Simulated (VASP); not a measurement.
A run of VASP 6.6.1 is set up as follows.

File POSCAR:

```
SiC
1.0
    3.1982028079      0.0000000000      0.0000000000
   -1.5991014040      2.7697248781      0.0000000000
    0.0000000000      0.0000000000      4.6443135044
Si C
2 2
Direct
    0.3333333333      0.6666666667      0.0046028828
    0.6666666667      0.3333333333      0.5046028828
    0.3333333333      0.6666666667      0.3803971172
    0.6666666667      0.3333333333      0.8803971172
```

INCAR.step1

```
SYSTEM = SiC
ALGO     = Normal         ! electronic algorithm
EDIFF    = 1E-4           ! SCF threshold, eV
ENCUT    = 520            ! plane-wave cutoff, eV
GGA      = PE             ! functional
ISMEAR   = 0              ! smearing method
LASPH    = .True.         ! aspherical terms in the spheres
LCHARG   = .False.        ! write CHGCAR
LREAL    = .False.        ! projectors in reciprocal space
LWAVE    = .True.         ! write WAVECAR
NBANDS   = 16             ! bands
NELM     = 60             ! most SCF steps
PREC     = Accurate       ! precision mode
SIGMA    = 0.05           ! smearing width, eV
```

INCAR.step2

```
SYSTEM = SiC
ALGO     = Normal         ! electronic algorithm
EDIFF    = 1E-6           ! SCF threshold, eV
ENCUT    = 520            ! plane-wave cutoff, eV
ISIF     = 2              ! what is computed and relaxed
ISMEAR   = 0              ! smearing method
ISTART   = 1            
LASPH    = .True.         ! aspherical terms in the spheres
LCHARG   = .False.        ! write CHGCAR
LMIXTAU  = .True.       
LREAL    = .False.        ! projectors in reciprocal space
LWAVE    = .False.        ! write WAVECAR
METAGGA  = R2SCAN         ! meta-GGA
NBANDS   = 16             ! bands
NELM     = 60             ! most SCF steps
PREC     = Accurate       ! precision mode
SIGMA    = 0.05           ! smearing width, eV
```

KPOINTS

```
k-points
0
Gamma
  12 12 6
  0 0 0
```

Potentials or basis: VASP PAW PBE potentials, release 64 (Si, C).

Command:

```console
$ cat potpaw_PBE.64/Si/POTCAR potpaw_PBE.64/C/POTCAR > POTCAR
$ cp INCAR.step1 INCAR
$ mpirun -np 1 vasp_std > vasp.out
$ cp INCAR.step2 INCAR
$ mpirun -np 1 vasp_std > vasp.out
```

(1) What does it give for the pressure?

(2) Estimate the band gap on the k mesh.

(3) Estimate the largest force.

Results:

(1) 5.2 GPa.

(2) 2.14 eV (least direct gap 3.23 eV).

(3) 2.044 eV/Å.

Caveat: the cell differs from its parent crystal (strain +0.040 along x and y, -0.080 along z); the cell stands under pressure; the PAW data sets were made with another functional, which shifts forces and pressure a little.
